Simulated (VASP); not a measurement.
## Ga: electric field gradients with PBE

Crystal: Ga.

```
Ga
1.0
     2.20931   -3.74437    0.00000
     2.20931    3.74437    0.00000
     0.00000    0.00000    4.42450
Ga
4
Direct
  0.15250 0.84750 0.07850
  0.65250 0.34750 0.42150
  0.84750 0.15250 0.92150
  0.34750 0.65250 0.57850
```

```
Program                : VASP 6.6.1
Task                   : electric field gradients
Functional             : PBE
Potentials or basis    : VASP PAW PBE potentials, release 64 (Ga_d)
Cutoff                 : 520 eV
k mesh                 : 9 × 9 × 8
Occupations            : fermi-dirac, width 0.05 eV
Spin                   : no spin polarisation
Dipole correction      : no
Further INCAR settings : ALGO = Normal; EDIFF = 1e-08; NBANDS = 34
```

```
Pressure                                : 6.8 GPa
Largest force                           : 0.479 eV/Å
Band gap on the k mesh                  : zero (bands 26 and 27 overlap by 1.28 eV)
Largest electric field gradient by atom : Ga -55.8 V/Å²
```

Forces in eV/Å, atoms in the order of the input:
```
Ga   0.000 -0.459  0.140
Ga   0.000 -0.459 -0.140
Ga   0.000  0.459 -0.140
Ga   0.000  0.459  0.140
```

Stress tensor (GPa, compression positive):
```
5.52 0.00 0.00
0.00 9.23 0.00
0.00 0.00 5.78
```

Levels at points of the mesh, in eV from the Fermi level:
| k point | band 24 | band 25 | band 26 | band 27 | band 28 | band 29 |
| --- | --- | --- | --- | --- | --- | --- |
| (0.00, 0.00, 0.00) | -1.71 | -1.52 | -0.96 | 0.90 | 0.93 | 1.11 |
| (0.00, 0.00, 0.50) | -0.09 | 0.08 | 0.08 | 0.19 | 0.19 | 2.27 |

Electric field gradients, principal values (V/Å²):
```
atom   least  middle  greatest (by size)
1 Ga  23.755  32.081             -55.836
2 Ga  23.755  32.081             -55.836
3 Ga  23.755  32.081             -55.836
4 Ga  23.755  32.081             -55.836
```

It took 3.8 min on 1 thread of Intel(R) Xeon(R) Platinum 8488C (Sapphire Rapids), on a shared host, peak memory 0.33 GiB.

Caveat: the cell stands under pressure; without QUAD_EFG the Cq values of the log hold for a quadrupole moment of 1 mb, not for the nuclei.
